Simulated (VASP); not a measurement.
A run of VASP 6.6.1 is set up as follows.

The input INCAR:

```
  ALGO = Normal
  DIPOL = 0.5 0.5 0.271
  EDIFF = 1E-7
  ENCUT = 520
  GGA = PE
  IDIPOL = 3
  ISIF = 2
  ISMEAR = 0
  IVDW = 12
  LASPH = True
  LCHARG = False
  LDIPOL = True
  LREAL = False
  LWAVE = False
  NBANDS = 18
  NELM = 80
  PREC = Accurate
  SIGMA = 0.02
```

The input KPOINTS:

```
k-points
0
Gamma
  12 12 1
```

Contents of POSCAR:

```
As
1.0
    3.5694957700     -0.0000002741      0.0000000000
   -1.7847476477      3.0912741526      0.0000000000
    0.0000000000      0.0000000000     36.9169041455
As
4
Direct
    0.6666666667      0.3333333333      0.2196329468
    0.3333333333      0.6666666667      0.1817399406
    0.6666666667      0.3333333333      0.3221242906
    0.0000000000      0.0000000000      0.3600172968
```

Potentials or basis: VASP PAW PBE potentials, release 64 (As).

Launch:

```console
$ cat potpaw_PBE.64/As/POTCAR > POTCAR
$ mpirun -np 1 vasp_std > vasp.out
```

(1) What does it give for the largest force?

(2) What does it give for the dispersion energy per atom?

(3) Predict the band gap on the k mesh.

Results:

(1) 0.092 eV/Å.

(2) -0.255 eV.

(3) 1.27 eV, indirect (least direct gap 1.63 eV).
